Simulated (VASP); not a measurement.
# Fe in VASP: a series of runs

The runs below take Fe through single point, with PBE, RPBE, HSE06.

Everything below comes from runs of VASP 6.6.1. Logs are shortened: lines on timing, memory, paths and dates and some standing lists are left out, and cuts for length are marked.

## 1. The cell of the first run

The structure is cubic, space group Im-3m (No. 229). The conventional cell has a = 2.828 Å, b = 2.828 Å, c = 2.828 Å, α = 90.00°, β = 90.00°, γ = 90.00°. Fe (site symmetry m-3m) has 14 Fe at 2.45 to 2.83 Å within 3.2 Å.

## 2. Single point, PBE, collinear spin, ferromagnetic start

Contents of INCAR:

```
PREC = Accurate
ENCUT = 520
EDIFF = 1E-6
ISMEAR = -1
SIGMA = 0.05
LREAL = False
LASPH = True
NELM = 150
ALGO = Fast
ISIF = 2
LWAVE = False
LCHARG = False
ISPIN = 2
MAGMOM = 3
LORBIT = 11
LMAXMIX = 4
GGA = PE
NBANDS = 14
```

Contents of KPOINTS:

```
regular mesh
0
Gamma
  13 13 13
```

Contents of POSCAR:

```
Fe
1.0
    0.0000000000      1.9996518373      1.9997325530
    1.4140261885      0.0000000000      1.9997325530
    1.4140261885      1.9996518373      0.0000000000
Fe
1
Direct
    0.0000000000      0.0000000000      0.0000000000
```

Potentials or basis: VASP PAW PBE potentials, release 64 (Fe).

Started as:

```
$ cat potpaw_PBE.64/Fe/POTCAR > POTCAR
$ mpirun -np 1 vasp_std > vasp.out
```

OUTCAR:

```text
PREC = Accurate
   ENCUT = 520
   EDIFF = 1E-6
   ISMEAR = -1
   LREAL = False
   LASPH = True
   NELM = 150
   ISIF = 2
   ISPIN = 2
   LORBIT = 11
   GGA = PE

 ion  position               nearest neighbor table
   1  0.000  0.000  0.000-

  LATTYP: Found a face centered orthorhombic cell.
 ALAT       =     2.8280523770
 B/A-ratio  =     1.4141547402
 C/A-ratio  =     1.4142118224

  Lattice vectors:

 A1 = (   0.0000000000,   1.9996518373,   1.9997325530)
 A2 = (   1.4140261885,   0.0000000000,   1.9997325530)
 A3 = (   1.4140261885,   1.9996518373,   0.0000000000)

Analysis of symmetry for initial positions (statically):
=====================================================================
 Subroutine PRICEL returns:
 Original cell was already a primitive cell.

 Routine SETGRP: Setting up the symmetry group for a
 face centered orthorhombic supercell.

 Subroutine GETGRP returns: Found  8 space group operations
 (whereof  8 operations were pure point group operations)
 out of a pool of  8 trial point group operations.

The static configuration has the point symmetry D_2h.

Analysis of symmetry for dynamics (positions and initial velocities):
=====================================================================
 Subroutine PRICEL returns:
 Original cell was already a primitive cell.

 Routine SETGRP: Setting up the symmetry group for a
 face centered orthorhombic supercell.

 Subroutine GETGRP returns: Found  8 space group operations
 (whereof  8 operations were pure point group operations)
 out of a pool of  8 trial point group operations.

The dynamic configuration has the point symmetry D_2h.

Analysis of structural, dynamic, and magnetic symmetry:
=====================================================================
 Subroutine PRICEL returns:
 Original cell was already a primitive cell.

 Routine SETGRP: Setting up the symmetry group for a
 face centered orthorhombic supercell.

 Subroutine GETGRP returns: Found  8 space group operations
 (whereof  8 operations were pure point group operations)
 out of a pool of  8 trial point group operations.

The overall configuration has the point symmetry D_2h.

 Subroutine INISYM returns: Found  8 space group operations
 (whereof  8 operations are pure point group operations),
 and found     1 'primitive' translations

----------------------------------------------------------------------------------------

                                     Primitive cell

  volume of cell :      11.3087

  direct lattice vectors                    reciprocal lattice vectors
     0.000000000  1.999651837  1.999732553    -0.353600240  0.250043528  0.250033435
     1.414026189  0.000000000  1.999732553     0.353600240 -0.250043528  0.250033435
     1.414026189  1.999651837  0.000000000     0.353600240  0.250043528 -0.250033435

  length of vectors
     2.827991824  2.449163193  2.449097289     0.500071609  0.500071609  0.500071609

  position of ions in fractional coordinates (direct lattice)
     0.000000000  0.000000000  0.000000000

  ion indices of the primitive-cell ions
   primitive index   ion index
                 1           1

----------------------------------------------------------------------------------------

 KPOINTS: regular mesh

Automatic generation of k-mesh.
 Grid dimensions read from file:
 generate k-points for:   13   13   13

 Generating k-lattice:

  Cartesian coordinates                     Fractional coordinates (reciprocal lattice)
    -0.027200018  0.019234118  0.019233341     0.076923077  0.000000000  0.000000000
     0.027200018 -0.019234118  0.019233341     0.000000000  0.076923077  0.000000000
     0.027200018  0.019234118 -0.019233341     0.000000000  0.000000000  0.076923077

  Length of vectors
     0.038467047  0.038467047  0.038467047

  Shift w.r.t. Gamma in fractional coordinates (k-lattice)
     0.000000000  0.000000000  0.000000000

 Subroutine IBZKPT returns following result:
 ===========================================

 Found    343 irreducible k-points:

 Following reciprocal coordinates:
            Coordinates               Weight
  0.000000  0.000000  0.000000      1.000000
  0.076923  0.000000  0.000000      8.000000
  0.153846  0.000000  0.000000      8.000000
  0.230769 -0.000000  0.000000      8.000000
  0.307692  0.000000  0.000000      8.000000
  0.384615  0.000000  0.000000      8.000000
[... 16 lines left out ...]
  0.384615  0.153846  0.000000      8.000000
  0.461538  0.153846  0.000000      8.000000
 [... further k-points ...]
   k-points           NKPTS =    343   k-points in BZ     NKDIM =    343   number of bands    NBANDS=     14
   number of dos      NEDOS =    301   number of ions     NIONS =      1
   total plane-waves  NPLWV =   7776
   dimension x,y,z NGX =    24 NGY =   18 NGZ =   18
   dimension x,y,z NGXF=    48 NGYF=   36 NGZF=   36
   ions per type =               1
   NGX,Y,Z   is equivalent  to a cutoff of  14.11, 12.22, 12.22 a.u.
   NGXF,Y,Z  is equivalent  to a cutoff of  28.22, 24.44, 24.44 a.u.
 SYSTEM =  unknown system
   PREC   = accura    normal or accurate (medium, high low for compatibility)
   ISTART =      0    job   : 0-new  1-cont  2-samecut
   ICHARG =      2    charge: 1-file 2-atom 10-const
   ISPIN  =      2    spin polarized calculation?
   LNONCOLLINEAR =      F non collinear calculations
   LSORBIT =      F    spin-orbit coupling
   LASPH  =      T    aspherical Exc in radial PAW
   ENCUT  =  520.0 eV  38.22 Ry    6.18 a.u.   5.26  4.55  4.55*2*pi/ulx,y,z
   NELM   =    150;   NELMIN=  2; NELMDL= -5     # of ELM steps
   EDIFF  = 0.1E-05   stopping-criterion for ELM
   LREAL  =      F    real-space projection
   EDIFFG = 0.1E-04   stopping-criterion for IOM
   NSW    =      0    number of steps for IOM
   IBRION =     -1    ionic relax: 0-MD 1-quasi-New 2-CG
   NFREE  =      0    steps in history (QN), initial steepest desc. (CG)
   ISIF   =      2    stress and relaxation
   ISYM   =      2    0-nonsym 1-usesym 2-fastsym
   POTIM  = 0.5000    time-step for ionic-motion
   TEBEG  =    0.0;   TEEND  =   0.0 temperature during run
   PSTRESS=    0.0 pullay stress
   NELECT =       8.0000    total number of electrons
   NUPDOWN=      -1.0000    fix difference up-down
   EMIN   =  10.00;   EMAX   =-10.00  energy-range for DOS
   EFERMI =   0.00;   METHOD = LEGACY
   ISMEAR =    -1;   SIGMA  =   0.05  broadening in eV -4-tet -1-fermi 0-gaus
   EFERMI_NEDOS =   21; number of points for ismear=-14 and -15
   IALGO  =     68    algorithm
   IMIX   =      4    mixing-type and parameters
     AMIX     =   0.40;   BMIX     =  1.00
     AMIX_MAG =   1.60;   BMIX_MAG =  1.00
  volume/ion in A,a.u.               =      11.31        76.32
  Fermi-wavevector in a.u.,A,eV,Ry     =   1.458703  2.756549 28.950678  2.127815
  Thomas-Fermi vector in A             =   2.575356
   LORBIT       =     11    0 simple, 1 ext, 2 COOP (PROOUT), +10 PAW based schemes
   GGA     = PE    functional components
   LHFCALC =     F    Hartree Fock is set to
   AEXX    =    0.0000 exact exchange contribution
   IVDW    =     0    specifies the selected vdW correction
   LEPSILON=     F    determine dielectric tensor
   LRPA    =     F    only Hartree local field effects (RPA)
 spin polarized calculation
 RMM-DIIS sequential band-by-band and
  energy-cutoff  :      520.00
  volume of cell :       11.31
 maximum number of plane-waves:       321
 NGX is ok and might be reduce to    24
   NGX = 11   NGY =  9   NGZ =  9

 number of electron       8.0000004 magnetization       2.1299656

 Free energy of the ion-electron system (eV)
  ---------------------------------------------------
  ext. energy  EPLUGINS =         0.00000000
  ---------------------------------------------------
  free energy    TOTEN  =        -8.24455270 eV

  energy without entropy =       -8.23572819  energy(sigma->0) =       -8.24014044

 E-fermi :   5.8769     XC(G=0): -13.1447

 val. band max:        5.8764447293   @ k =  -0.3846   0.1538   0.3846
 cond. band min:       5.8883437752   @ k =   0.3846   0.3846   0.0000
 fundamental gap:      0.0118990460
 Fermi energy:         5.8768749689

 spin component 1

 k-point     1 :       0.0000    0.0000    0.0000
  band No.  band energies     occupation
      1      -2.5818      1.00000
      2       3.5808      1.00000
      3       3.5810      1.00000
      4       3.5811      1.00000
      5       4.7798      1.00000
      6       4.7800      1.00000
      7      30.9434      0.00000
      8      30.9435      0.00000
      9      30.9445      0.00000
     10      36.0513      0.00000
     11      36.0516      0.00000
     12      38.3939      0.00000
     13      38.3943      0.00000
     14      38.3950      0.00000
[... 375 lines left out ...]
 k-point    24 :       0.4615    0.1538    0.0000
  band No.  band energies     occupation
      1       1.3749      1.00000
      2       2.6430      1.00000
      3       3.5434      1.00000
      4       4.7469      1.00000
      5       5.1861      1.00000
      6       7.2599      0.00000
      7      16.2672      0.00000
      8      21.0094      0.00000
      9      25.9128      0.00000
     10      31.5281      0.00000
     11      36.5637      0.00000
     12      38.3551      0.00000
     13      44.6243      0.00000
     14      47.4786      0.00000

 [... further k-points ...]

 spin component 2

 k-point     1 :       0.0000    0.0000    0.0000
  band No.  band energies     occupation
      1      -2.4294      1.00000
      2       5.4171      0.99990
      3       5.4177      0.99990
      4       5.4177      0.99990
      5       7.5046      0.00000
      6       7.5049      0.00000
      7      30.6832      0.00000
      8      30.6833      0.00000
      9      30.6844      0.00000
     10      36.2487      0.00000
     11      36.2490      0.00000
     12      39.0096      0.00000
     13      39.0102      0.00000
     14      39.0146      0.00000
[... 375 lines left out ...]
 k-point    24 :       0.4615    0.1538    0.0000
  band No.  band energies     occupation
      1       2.3437      1.00000
      2       4.2808      1.00000
      3       4.8440      1.00000
      4       7.1841      0.00000
      5       7.7772      0.00000
      6       8.9789      0.00000
      7      17.1822      0.00000
      8      21.5463      0.00000
      9      26.3722      0.00000
     10      31.7591      0.00000
     11      36.8419      0.00000
     12      38.7804      0.00000
     13      44.9491      0.00000
     14      47.9898      0.00000

 [... further k-points ...]

------------------------ aborting loop because EDIFF is reached ----------------------------------------

  FORCE on cell =-STRESS in cart. coord.  units (eV):
  Direction    XX          YY          ZZ          XY          YZ          ZX
  --------------------------------------------------------------------------------------
  -------------------------------------------------------------------------------------
  Total       -0.0165953     -0.0162594     -0.0167700     -0.0000000      0.0000000      0.0000000
  in kB       -2.3511582     -2.3035766     -2.3759107     -0.0000000      0.0000000      0.0000000
  external PRESSURE =      -2.3435485 kB  Pullay stress =       0.0000000 kB

 VOLUME and BASIS-vectors are now :
 -----------------------------------------------------------------------------
  energy-cutoff  :      520.00
  volume of cell :       11.31
      direct lattice vectors                 reciprocal lattice vectors
     0.000000000  1.999651837  1.999732553    -0.353600240  0.250043528  0.250033435
     1.414026189  0.000000000  1.999732553     0.353600240 -0.250043528  0.250033435
     1.414026189  1.999651837  0.000000000     0.353600240  0.250043528 -0.250033435

 POSITION                                       TOTAL-FORCE (eV/Angst)
 -----------------------------------------------------------------------------------
      0.00000      0.00000      0.00000         0.000000     -0.000000      0.000000
 -----------------------------------------------------------------------------------
    total drift:                                0.000000     -0.000000     -0.000000

  FREE ENERGIE OF THE ION-ELECTRON SYSTEM (eV)
  ---------------------------------------------------
  free  energy   TOTEN  =        -8.2445526960 eV

  energy  without entropy=       -8.2357281857  energy(sigma->0) =       -8.24014044

 total charge

# of ion       s       p       d       tot
------------------------------------------
    1        0.489   0.545   6.243   7.277

 magnetization (x)

# of ion       s       p       d       tot
------------------------------------------
    1       -0.013  -0.058   2.200   2.128
```

Run time: 41 s. Hardware: 1 thread of Intel Xeon 6975P-C (Granite Rapids), shared host; peak memory 0.19 GiB.

What came out:

| Quantity | Value |
| --- | --- |
| Free energy | -8.2446 eV |
| Pressure | -0.2 GPa |
| Net moment | 2.13 μB per cell |
| Site moments | Fe +2.13 μB |
| Valence electrons inside the program's atomic spheres | Fe 7.28 |

## 3. Single point, RPBE, collinear spin, ferromagnetic start

This run uses another cell than the first one, of 11.69 Å³/atom.

Contents of INCAR:

```
SYSTEM = Fe
PREC = Accurate
ENCUT = 520
EDIFF = 1E-7
ISMEAR = -1
SIGMA = 0.05
LREAL = .False.
LASPH = .True.
NELM = 150
ALGO = Normal
ISIF = 2
LWAVE = .False.
LCHARG = .True.
ISPIN = 2
MAGMOM = 3
LORBIT = 11
LMAXMIX = 4
GGA = RP
LELF = .True.
LVHAR = .True.
NBANDS = 14
```

Contents of KPOINTS:

```
regular mesh
0
Gamma
  13 13 13
  0 0 0
```

Contents of POSCAR:

```
Fe
1.0
    0.0000000000      2.0220684927      2.0221796350
    1.4299340366      0.0000000000      2.0221796350
    1.4299340366      2.0220684927      0.0000000000
Fe
1
Direct
    0.0000000000      0.0000000000      0.0000000000
```

Potentials or basis: VASP PAW PBE potentials, release 64 (Fe).

Started as:

```
$ cat potpaw_PBE.64/Fe/POTCAR > POTCAR
$ mpirun -np 1 vasp_std > vasp.out
```

Wall time 56 s (1 thread of Intel Xeon 6975P-C (Granite Rapids), shared host); peak memory 0.19 GiB.

It converged, with:

```yaml
Free_energy: -7.7582 eV
Pressure: 0.4 GPa
Net_moment: 2.24 μB per cell
Site_moments: Fe +2.25 μB
Valence_electrons_inside_the_program's_atomic_spheres: Fe 7.20
```

Levels at points of the mesh, in eV from the Fermi level:
Spin up:
```tsv
k point	band 2	band 3	band 4	band 5	band 6	band 7	band 8	band 9
(0.00, 0.00, 0.00)	-2.24	-2.24	-2.24	-1.10	-1.10	24.78	24.78	24.78
```
Spin down:
| k point | band 1 | band 2 | band 3 | band 4 | band 5 | band 6 |
| --- | --- | --- | --- | --- | --- | --- |
| (0.00, 0.00, 0.00) | -8.10 | -0.23 | -0.23 | -0.23 | 1.79 | 1.79 |

Caveat: the PAW data sets were made with another functional, which shifts forces and pressure a little.

[end of part 1 of 2]
